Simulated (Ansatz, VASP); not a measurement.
# CaB6 in VASP and in Ansatz

```
Ca B
1.0
     4.11661    0.00000    0.00000
     0.00000    4.11661    0.00000
     0.00000    0.00000    4.11661
Ca B
1 6
Direct
  0.50000 0.50000 0.50000
  0.00000 0.00000 0.29861
  0.00000 0.00000 0.70139
  0.29861 0.00000 0.00000
  0.70139 0.00000 0.00000
  0.00000 0.29861 0.00000
  0.00000 0.70139 0.00000
```

Alike in both runs: functional PBE; dispersion D3(BJ); k mesh 8 × 8 × 8; occupations gaussian, width 0.01 eV; no spin polarisation.

Ansatz relaxed the structure, and its values are those at the end. VASP's run is a single point on that final structure, the one shown.

|  | VASP | Ansatz |
| --- | --- | --- |
| version | VASP 6.6.1 | Ansatz 0.2.0 |
| potentials or method | VASP PAW PBE potentials, release 64 (Ca_sv, B), cutoff 520 eV | scalar-relativistic, plane waves, PAW |
| valence electrons in the cell | 28 | 28 |

```tsv
	VASP	Ansatz	Ansatz less VASP
gap on the k mesh at the Fermi level (eV)	0.07	0.07	-0.001
least direct gap on the mesh (eV)	0.12	0.12	+0.001
pressure (GPa)	0.1	0.0	-0.14
rms of the force components (eV/Å)	0.010	0.000	-0.0093
```
